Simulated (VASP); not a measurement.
A run of VASP 6.6.1 is set up as follows.

The input INCAR:

```
SYSTEM = MoS2
ALGO = Normal
EDIFF = 1E-7
ENCUT = 520
GGA = PE
ISIF = 2
ISMEAR = -1
LASPH = .TRUE.
LCHARG = .FALSE.
LREAL = .FALSE.
LWAVE = .FALSE.
NBANDS = 35
NELM = 100
PREC = Accurate
SIGMA = 0.05
```

File KPOINTS:

```
k-points
0
G
  10 10 2
  0 0 0
```

Contents of POSCAR:

```
MoS2
1.0
    3.2056317491      0.0000000000      0.0000000000
   -1.6028158746      2.7761585299      0.0000000000
    0.0000000000      0.0000000000     21.8140523775
Mo S
2 4
Direct
    0.3333333333      0.6666666667      0.8511602300
    0.6666666667      0.3333333333      0.1488397700
    0.6666666667      0.3333333333      0.7796253900
    0.3333333333      0.6666666667      0.0772510000
    0.6666666667      0.3333333333      0.9227490000
    0.3333333333      0.6666666667      0.2203746100
```

Potentials or basis: VASP PAW PBE potentials, release 64 (Mo_sv, S).

Launch:

```sh
$ cat potpaw_PBE.64/Mo_sv/POTCAR potpaw_PBE.64/S/POTCAR > POTCAR
$ mpirun -np 1 vasp_std > vasp.out
```

Problem. What does it give for the band gap on the k mesh?

Solution. 1.37 eV (least direct gap 1.84 eV).

Problem. What does it give for the largest force?

Solution. 0.153 eV/Å.

Forces on the atoms (eV/Å):
```
Mo   0.000  0.000  0.001
Mo   0.000  0.000 -0.001
S    0.000  0.000  0.098
S    0.000  0.000  0.153
S    0.000  0.000 -0.153
S    0.000  0.000 -0.098
```
